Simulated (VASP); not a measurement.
**Fe: single point with PBE**

Crystal: Fe.

```
Fe
1.0
    -1.43450    1.43450    1.43450
     1.43450   -1.43450    1.43450
     1.43450    1.43450   -1.43450
Fe
1
Direct
  0.00000 0.00000 0.00000
```

| Quantity | Value |
| --- | --- |
| Program | VASP 6.6.1 |
| Task | single point |
| Functional | PBE |
| Potentials or basis | VASP PAW PBE potentials, release 64 (Fe) |
| Cutoff | 600 eV |
| k mesh | 14 × 14 × 14 |
| Occupations | gaussian, width 0.1 eV |
| Spin | collinear spin, zero start |
| Starting moments | [0.0] μB |
| Fixed moment | 0 μB |

```yaml
Pressure: -24.4 GPa
Net_moment: 0.00 μB per cell
Valence_electrons_inside_the_program's_atomic_spheres: Fe 7.18
```

Wall time 16 s on 1 thread of Intel(R) Xeon(R) 6975P-C (Granite Rapids), on a shared host, peak memory 0.15 GiB.

Caveat: the total moment is fixed, so each spin has its own Fermi level.
